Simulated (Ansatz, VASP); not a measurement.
# BN: VASP beside Ansatz

The input INCAR:

```
SYSTEM = BN
PREC = Accurate ; ENCUT = 520
EDIFF = 1E-6 ; ISMEAR = -1
SIGMA = 0.05 ; LREAL = .FALSE.
LASPH = .TRUE. ; NELM = 100
ALGO = Normal ; ISIF = 2
LWAVE = .FALSE. ; LCHARG = .FALSE.
GGA = CA ; NBANDS = 16
```

KPOINTS

```
regular mesh
0
G
  12 12 4
  0 0 0
```

The input POSCAR:

```
BN
1.0
    2.5311153490      0.0000000000      0.0000000000
   -1.2655576745      2.1920101922      0.0000000000
    0.0000000000      0.0000000000      6.7230218559
N B
2 2
Direct
    0.6666666667      0.3333333333      0.2500000000
    0.3333333333      0.6666666667      0.7500000000
    0.6666666667      0.3333333333      0.7500000000
    0.3333333333      0.6666666667      0.2500000000
```

File input.yaml:

```yaml
crystal:
  lattice:
    - [2.531115349, 0.0, 0.0]
    - [-1.2655576745, 2.1920101922, 0.0]
    - [0.0, 0.0, 6.7230218559]
  atoms:
    - { symbol: "N", position: [0.6666666667, 0.3333333333, 0.25] }
    - { symbol: "N", position: [0.3333333333, 0.6666666667, 0.75] }
    - { symbol: B, position: [0.6666666667, 0.3333333333, 0.75] }
    - { symbol: B, position: [0.3333333333, 0.6666666667, 0.25] }
kpoints:
  mp_grid: { grid: [12, 12, 4] }
scf:
  occupations: { method: fermi_dirac, width: 0.05 }
hamiltonian:
  xc: lda
  pseudopotentials: { kind: all_electron, lapw: { basis_error: 0.002 } }
output:
  forces: true
  stress: true
  eigenvalues: true
```

Change from the starting cell: volume scaled by 1.04.

Alike in both runs: task single point; functional LDA; k mesh 12 × 12 × 4; occupations fermi-dirac, width 0.05 eV; no spin polarisation.

|  | VASP | Ansatz |
| --- | --- | --- |
| version | VASP 6.6.1 | Ansatz 0.2.0 |
| potentials or method | VASP PAW LDA potentials, release 64 (N, B), cutoff 520 eV | all-electron LAPW, scalar-relativistic |

```tsv
	VASP	Ansatz	Ansatz less VASP
gap on the k mesh at the Fermi level (eV)	4.04	4.05	+0.009
least direct gap on the mesh (eV)	4.42	4.43	+0.006
pressure (GPa)	-11.4	-11.7	-0.28
traceless stress, the component that is largest in VASP (GPa)	10.37	10.83	+0.457
```

LDA's correlation is that of Perdew and Zunger in VASP and of Perdew and Wang (1992) in Ansatz. Ansatz ran all-electron here, and VASP with PAW potentials.
